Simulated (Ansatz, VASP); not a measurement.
**GePt in VASP and in Ansatz**

The input INCAR:

```
SYSTEM = GePt
ALGO = Normal
EDIFF = 1E-6
ENCUT = 520
GGA = PS
ISIF = 2
ISMEAR = 0
LASPH = .TRUE.
LCHARG = .TRUE.
LELF = .TRUE.
LREAL = .FALSE.
LVHAR = .TRUE.
LWAVE = .FALSE.
NBANDS = 58
NELM = 60
PREC = Accurate
SIGMA = 0.1
```

Contents of KPOINTS:

```
k-points
0
G
  4 6 4
  0 0 0
```

The input POSCAR:

```
GePt
1.0
    5.7560126200      0.0000000000      0.0000000000
    0.0000000000      3.7300318100      0.0000000000
    0.0000000000      0.0000000000      6.1115638700
Ge Pt
4 4
Direct
    0.8139321600      0.7500000000      0.5880128600
    0.1860678400      0.2500000000      0.4119871400
    0.3139321600      0.7500000000      0.9119871400
    0.6860678400      0.2500000000      0.0880128600
    0.0018518400      0.7500000000      0.1927088600
    0.9981481600      0.2500000000      0.8072911400
    0.5018518400      0.7500000000      0.3072911400
    0.4981481600      0.2500000000      0.6927088600
```

Input for Ansatz:

```yaml
crystal:
  lattice:
    - [5.75601262, 0.0, 0.0]
    - [0.0, 3.73003181, 0.0]
    - [0.0, 0.0, 6.11156387]
  atoms:
    - { symbol: Ge, position: [0.81393216, 0.75, 0.58801286] }
    - { symbol: Ge, position: [0.18606784, 0.25, 0.41198714] }
    - { symbol: Ge, position: [0.31393216, 0.75, 0.91198714] }
    - { symbol: Ge, position: [0.68606784, 0.25, 0.08801286] }
    - { symbol: Pt, position: [0.00185184, 0.75, 0.19270886] }
    - { symbol: Pt, position: [0.99814816, 0.25, 0.80729114] }
    - { symbol: Pt, position: [0.50185184, 0.75, 0.30729114] }
    - { symbol: Pt, position: [0.49814816, 0.25, 0.69270886] }
basis:
  ecutwfc: 420
kpoints:
  mp_grid: { grid: [4, 6, 4] }
hamiltonian:
  xc: pbesol
  pseudopotentials: { kind: paw, azcp: { folder: soft_1 } }
scf:
  occupations: { method: gaussian, width: 0.1 }
output:
  forces: true
  stress: true
  eigenvalues: true
```

Alike in both runs: task single point; functional PBEsol; k mesh 4 × 6 × 4; occupations gaussian, width 0.1 eV; no spin polarisation.

```csv
,VASP,Ansatz
version,VASP 6.6.1,Ansatz 0.2.0
potentials or method,"VASP PAW PBE potentials, release 64 (Ge_d, Pt), cutoff 520 eV","scalar-relativistic, plane waves, PAW"
valence electrons in the cell,96,128
```

```csv
,VASP,Ansatz,Ansatz less VASP
gap on the k mesh at the Fermi level (eV),none,none,-
pressure (GPa),-2.1,-2.1,+0.04
"traceless stress, the component that is largest in VASP (GPa)",-0.44,-0.43,+0.006
rms of the force components (eV/Å),0.038,0.038,-0.0003
```

VASP's potentials were made for PBE, not for PBEsol, and Ansatz warns of the same on its side. Atom by atom the forces differ by 0.002 eV/Å (rms over components). A gap of «none» marks a metal or a gap that the smearing closes. VASP's potentials hold 96 valence electrons a cell and Ansatz's 128, so a difference there can come from the potentials and not from the codes.

Neither program's run includes spin-orbit coupling.
